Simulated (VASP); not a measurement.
# GaC30 (a cell with a defect) in VASP: notebook, part 2 of 2

VASP 6.6.1. The steps go on from the part before.

## 3. Single point, r2SCAN

The input, POSCAR:

```
GaC30
1.0
   -3.5716218665      3.5716218665      3.5716218665
    3.5716218665     -3.5716218665      3.5716218665
    3.5716218665      3.5716218665     -3.5716218665
C Ga
30 1
Direct
    0.0061315030      0.0053313532      0.0051297715
    0.0061351287      0.2548088598      0.7556119251
    0.0022936293      0.5021942799      0.5045421383
    0.0022289922      0.7542754761      0.2524670624
    0.2557587299      0.0039207422      0.7541926153
    0.2534725161      0.2510136424      0.5045276211
    0.2534321670      0.7542263256      0.0012826835
    0.4994838460      0.0183264785      0.4984580291
    0.5055674558      0.2509928727      0.2524491269
    0.5055496329      0.5021240678      0.0012533119
    0.4994753502      0.7481768472      0.7686004055
    0.7552473355      0.0039434103      0.2546862641
    0.7566190874      0.2547945756      0.0050808465
    0.7552241100      0.5044044516      0.7542407411
    0.7696044867      0.7481954003      0.4985152171
    0.0022092799      0.0013513243      0.7516417632
    0.0035075518      0.2522258452      0.5020452531
   -0.0107848745      0.5080470054      0.2583120016
    0.0034893982      0.7517405336      0.0025029989
    0.2532176721      0.0052399906      0.5042411740
    0.2593213698      0.2379542511      0.2582899192
    0.2592929111      0.5079722764     -0.0117391905
    0.2532235917      0.7539595303      0.7555389611
    0.5052866050      0.0051829041      0.2522140866
    0.5030683186      0.2521819512      0.0024862339
    0.5053099162      0.5019338832      0.7555364017
    0.7527106240      0.0014140349      0.0012166746
    0.7527085649      0.2509130935      0.7516601373
    0.7565471768      0.5019509287      0.5043326866
    0.7565226084      0.7540463366      0.2522778980
    0.3794614051      0.6282247172      0.3785479978
```

The input, INCAR.step1:

```
SYSTEM = GaC30
PREC = Accurate
ENCUT = 580
ISMEAR = -1
SIGMA = 0.01
LREAL = Auto
LASPH = .True.
NELM = 120
NBANDS = 88
NELECT = 134.0
GGA = PE
ALGO = Normal
EDIFF = 1E-5
LWAVE = .True.
LCHARG = .False.
GGA_COMPAT = .False.
```

The input, INCAR.step2:

```
SYSTEM = GaC30
PREC = Accurate
ENCUT = 580
EDIFF = 1E-6
ISMEAR = -1
SIGMA = 0.01
LREAL = Auto
LASPH = .True.
NELM = 120
ALGO = Normal
ISIF = 2
LWAVE = .False.
LCHARG = .False.
METAGGA = R2SCAN
LMIXTAU = .True.
NBANDS = 88
NELECT = 134.0
ISTART = 1
GGA_COMPAT = .False.
```

The input, KPOINTS:

```
Automatic mesh
0
Gamma
  1 1 1
  0.25 0.25 0.25
```

Potentials or basis: VASP PAW PBE potentials, release 64 (C, Ga_d).

On the command line:

```
$ cat potpaw_PBE.64/C/POTCAR potpaw_PBE.64/Ga_d/POTCAR > POTCAR
$ cp INCAR.step1 INCAR
$ mpirun -np 1 vasp_std > vasp.out
$ cp INCAR.step2 INCAR
$ mpirun -np 1 vasp_std > vasp.out
```

Run time: 11 min. Hardware: 1 thread of Intel Xeon 8259CL, shared host; peak memory 0.39 GiB.

The run converged. Its results:

| Quantity | Value |
| --- | --- |
| Free energy | -286.6527 eV |
| Largest force | 0.138 eV/Å |

Forces in eV/Å, atoms in the order of the input:
```
C   -0.004  0.026  0.005
C    0.001 -0.001  0.031
C    0.002 -0.026 -0.015
C   -0.006 -0.003 -0.023
C    0.018  0.016  0.009
C   -0.026  0.003 -0.009
C   -0.032 -0.005  0.004
C   -0.094  0.041 -0.092
C   -0.005  0.003 -0.031
C    0.005 -0.031  0.001
C   -0.093 -0.089  0.037
C    0.025  0.020  0.004
C    0.038  0.003  0.005
C    0.017  0.009  0.024
C    0.035 -0.096 -0.090
C   -0.020 -0.001 -0.003
C   -0.018 -0.014 -0.002
C   -0.041  0.092  0.088
C   -0.011 -0.002 -0.016
C    0.006  0.010  0.021
C    0.090 -0.034  0.090
C    0.085  0.089 -0.028
C    0.007  0.023  0.010
C    0.029 -0.004  0.011
C   -0.003 -0.017 -0.013
C    0.027  0.005  0.000
C   -0.010 -0.006 -0.033
C   -0.002 -0.027 -0.011
C   -0.003 -0.002  0.026
C   -0.011  0.024  0.001
Ga  -0.007 -0.006  0.000
```

Levels at points of the mesh, in eV from the Fermi level:
```tsv
k point	band 64	band 65	band 66	band 67	band 68	band 69	band 70	band 71
(0.25, 0.25, 0.25)	-3.53	-1.91	-1.91	0.00	0.00	4.56	4.63	4.77
```

Caveat: the k points lie up to 1.24 Å⁻¹ apart; the cell carries a net charge on a neutralising background, which shifts energy and pressure; the cell is charged against a uniform background, so pressure and absolute levels hang on convention; the PAW data sets were made with another functional, which shifts forces and pressure a little.

## 4. Single point, r2SCAN

The input, POSCAR:

```
GaC30
1.0
   -3.5716218665      3.5716218665      3.5716218665
    3.5716218665     -3.5716218665      3.5716218665
    3.5716218665      3.5716218665     -3.5716218665
C Ga
30 1
Direct
    0.0053033751      0.0057020982      0.0043149231
    0.0053052301      0.2543894612      0.7556447660
    0.0049386945      0.5028557377      0.5033662937
    0.0049286085      0.7534303302      0.2527859157
    0.2566565569      0.0045275731      0.7544580272
    0.2537794578      0.2540122784      0.5033727514
    0.2537685801      0.7534344599      0.0039461370
    0.5021539086      0.0227328802      0.5011623727
    0.5043570538      0.2540101041      0.2527878668
    0.5043542750      0.5028443459      0.0039468599
    0.5021523563      0.7512300112      0.7726782194
    0.7554448527      0.0045225376      0.2556660389
    0.7566181730      0.2543718686      0.0043099288
    0.7554444244      0.5057300547      0.7544518704
    0.7736650017      0.7512349504      0.5011689656
    0.0019072787      0.0023110305      0.7522407480
    0.0030974589      0.2521753406      0.5008972801
   -0.0151208379      0.5054450097      0.2553743652
    0.0030732716      0.7509431790      0.0020908882
    0.2541831658      0.0026862339      0.5037706750
    0.2563710387      0.2339530954      0.2553800728
    0.2563726962      0.5054529880     -0.0160867186
    0.2541765472      0.7538335267      0.7526131764
    0.5047632344      0.0026865165      0.2531875544
    0.5018766355      0.2521568796      0.0020936809
    0.5047550992      0.5032517093      0.7526176494
    0.7532274005      0.0022985073      0.0009083085
    0.7532284003      0.2509689607      0.7522363459
    0.7536126741      0.5032584034      0.5037694928
    0.7536013609      0.7538340155      0.2531932832
    0.3792647163      0.6283228163      0.3782854817
```

INCAR.step1, as its differences from that of step 3:

```diff
@@ -8,4 +8,4 @@
 NELM = 120
+NELECT = 132.0
 NBANDS = 88
-NELECT = 134.0
 GGA = PE
```

INCAR.step2, as its differences from that of step 3:

```diff
@@ -15,4 +15,4 @@
 LMIXTAU = .True.
+NELECT = 132.0
 NBANDS = 88
-NELECT = 134.0
 ISTART = 1
```

KPOINTS is that of step 3.

On the command line:

```
$ cat potpaw_PBE.64/C/POTCAR potpaw_PBE.64/Ga_d/POTCAR > POTCAR
$ cp INCAR.step1 INCAR
$ mpirun -np 1 vasp_std > vasp.out
$ cp INCAR.step2 INCAR
$ mpirun -np 1 vasp_std > vasp.out
```

It took 7.5 min on 1 thread of Intel Xeon 8259CL, shared host; peak memory 0.38 GiB.

The run converged. Its results:

* Free energy: -308.6627 eV
* Largest force: 0.103 eV/Å

Forces in eV/Å, atoms in the order of the input:
```
C    0.004  0.028  0.005
C    0.003  0.005  0.027
C   -0.028 -0.017  0.022
C   -0.028  0.022 -0.016
C    0.016  0.015  0.014
C   -0.017 -0.028  0.022
C   -0.018  0.023 -0.027
C   -0.071  0.025 -0.071
C    0.022 -0.028 -0.016
C    0.023 -0.017 -0.027
C   -0.070 -0.069  0.026
C    0.014  0.016  0.018
C    0.027  0.005  0.006
C    0.015  0.018  0.013
C    0.026 -0.070 -0.069
C   -0.029 -0.004 -0.005
C   -0.015 -0.015 -0.019
C   -0.021  0.070  0.068
C   -0.013 -0.016 -0.013
C   -0.024  0.027  0.015
C    0.070 -0.022  0.069
C    0.067  0.068 -0.021
C   -0.021  0.016  0.027
C    0.016  0.028 -0.025
C   -0.016 -0.014 -0.014
C    0.016 -0.023  0.028
C   -0.002 -0.003 -0.030
C   -0.002 -0.031 -0.003
C    0.028 -0.023  0.015
C    0.027  0.016 -0.022
Ga   0.002 -0.005 -0.001
```

Levels at points of the mesh, in eV from the Fermi level:
```tsv
k point	band 63	band 64	band 65	band 66	band 67	band 68	band 69	band 70
(0.25, 0.25, 0.25)	-1.91	-1.81	-0.30	-0.30	1.60	1.60	6.24	6.45
```

Caveat: the k points lie up to 1.24 Å⁻¹ apart; the cell carries a net charge on a neutralising background, which shifts energy and pressure; the cell is charged against a uniform background, so pressure and absolute levels hang on convention; the PAW data sets were made with another functional, which shifts forces and pressure a little.

## 5. Single point, PBE, collinear spin

The input, INCAR:

```
ALGO = Normal
EDIFF = 1E-6
ENCUT = 520
GGA = PE
GGA_COMPAT = False
ISIF = 2
ISMEAR = -1
ISPIN = 2
LASPH = True
LCHARG = True
LELF = True
LORBIT = 11
LREAL = Auto
LVHAR = True
LWAVE = False
MAGMOM = 0 0 0.01 0.01 0.01 0.01 0.01 0.07 0.01 0.01 0.07 0.01 0 0.01 0.07 0 0.01 0.07 0.01 0.01 0.07 0.07 0.01 0.01 0.01 0.01 0 0 0.01 0.01 0.02
NBANDS = 92
NELECT = 135.0
NELM = 200
NUPDOWN = 1.0
PREC = Accurate
SIGMA = 0.01
```

The input, KPOINTS:

```
k-points
0
Gamma
  1 1 1
```

The input, POSCAR:

```
GaC30
1.0
   -3.5716218665      3.5716218665      3.5716218665
    3.5716218665     -3.5716218665      3.5716218665
    3.5716218665      3.5716218665     -3.5716218665
C Ga
30 1
Direct
    0.0048944712      0.0052200656      0.0044702126
    0.0049075454      0.2553030841      0.7543486193
   -0.0003578895      0.5021010255      0.5037635808
   -0.0007201389      0.7543493280      0.2510999254
    0.2537996741      0.0041750992      0.7530617135
    0.2515391923      0.2497368215      0.5034831235
    0.2516742986      0.7546224738     -0.0007690779
    0.4970350904      0.0173704265      0.4961926449
    0.5041959352      0.2500526401      0.2512272249
    0.5039210309      0.5019545193     -0.0011244349
    0.4966396714      0.7474913081      0.7665588880
    0.7537290927      0.0039067878      0.2533765751
    0.7548012366      0.2553340600      0.0044454566
    0.7535115939      0.5042247049      0.7532917332
    0.7669286504      0.7470250485      0.4966078826
    0.0007709467      0.0010997862      0.7502154673
    0.0020773657      0.2522556502      0.5013096488
   -0.0113589275      0.5089592255      0.2585101937
    0.0018209371      0.7521919551      0.0016391874
    0.2516506950      0.0067046990      0.5035972044
    0.2589675140      0.2390362758      0.2580542972
    0.2584937638      0.5093411718     -0.0118769459
    0.2513641018      0.7543130267      0.7554445087
    0.5038821940      0.0063168887      0.2509122106
    0.5017793431      0.2524880140      0.0013801334
    0.5040344836      0.5020568609      0.7557844871
    0.7506804779      0.0010741294      0.0003267289
    0.7506579850      0.2511924440      0.7502391346
    0.7559357397      0.5017908818      0.5034468934
    0.7562603966      0.7544459106      0.2511959016
    0.3777487654      0.6281627402      0.3772864000
```

On the command line:

```
$ cat potpaw_PBE.64/C/POTCAR potpaw_PBE.64/Ga_d/POTCAR > POTCAR
$ mpirun -np 1 vasp_gam > vasp.out
```

It took 3.2 min on 1 thread of Intel Xeon 8259CL, shared host; peak memory 0.39 GiB.

The run converged. Its results:

* Free energy: -241.9826 eV
* Largest force: 0.574 eV/Å
* Net moment: 1.00 μB per cell
* Site moments: C +0.00, +0.01, +0.08 (each value once); Ga +0.05 μB
* Valence electrons inside the program's atomic spheres: C 2.58, 2.63, 2.61, 2.65 (each value once); Ga 12.29

Forces in eV/Å, atoms in the order of the input:
```
C    0.168 -0.028  0.205
C    0.204  0.167 -0.030
C   -0.246  0.300  0.272
C   -0.227  0.401  0.337
C   -0.290  0.219  0.174
C    0.334 -0.227  0.399
C    0.299  0.273 -0.246
C   -0.093 -0.085 -0.203
C    0.271 -0.240  0.300
C    0.403  0.332 -0.226
C   -0.208 -0.093 -0.087
C    0.215  0.169 -0.288
C   -0.028  0.207  0.170
C    0.175 -0.289  0.217
C   -0.086 -0.202 -0.091
C    0.030 -0.167 -0.199
C   -0.169 -0.214  0.290
C    0.080  0.077  0.194
C   -0.219  0.293 -0.170
C   -0.400  0.227 -0.332
C    0.194  0.079  0.081
C    0.083  0.198  0.078
C   -0.270 -0.294  0.247
C   -0.298  0.251 -0.272
C    0.291 -0.169 -0.220
C   -0.329 -0.403  0.232
C   -0.161 -0.200  0.039
C   -0.202  0.030 -0.162
C    0.248 -0.273 -0.300
C    0.234 -0.335 -0.403
Ga   0.000  0.000 -0.004
```

Caveat: the k points lie up to 1.24 Å⁻¹ apart; the cell carries a net charge on a neutralising background, which shifts energy and pressure; the cell is charged against a uniform background, so pressure and absolute levels hang on convention; the total moment is fixed, so each spin has its own Fermi level.
